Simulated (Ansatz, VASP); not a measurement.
**SiC in VASP and in Ansatz**

```xyz
2
Lattice="0.2728 2.3186 2.3186 2.3186 0.2728 2.3186 2.3186 2.3186 0.2728" Properties=species:S:1:pos:R:3 pbc="T T T"
Si    0.0000    0.0000    0.0000
C     3.6825    3.6825    3.6825
```

Alike in both runs: task single point; functional LDA; k mesh 12 × 12 × 12; occupations gaussian, width 0.05 eV; no spin polarisation.

|  | VASP | Ansatz |
| --- | --- | --- |
| version | VASP 6.6.1 | Ansatz 0.2.0 |
| potentials or method | VASP PAW LDA potentials, release 64 (Si, C), cutoff 520 eV | scalar-relativistic, plane waves, PAW |
| valence electrons in the cell | 8 | 8 |

|  | VASP | Ansatz | Ansatz less VASP |
| --- | --- | --- | --- |
| gap on the k mesh at the Fermi level (eV) | 0.39 | 0.41 | +0.020 |
| least direct gap on the mesh (eV) | 1.80 | 1.81 | +0.010 |
| pressure (GPa) | 6.6 | 6.2 | -0.41 |
| traceless stress, the component that is largest in VASP (GPa) | -29.22 | -29.00 | +0.219 |
| rms of the force components (eV/Å) | 0.218 | 0.207 | -0.0102 |

LDA's correlation is that of Perdew and Zunger in VASP and of Perdew and Wang (1992) in Ansatz. Atom by atom the forces differ by 0.010 eV/Å (rms over components).
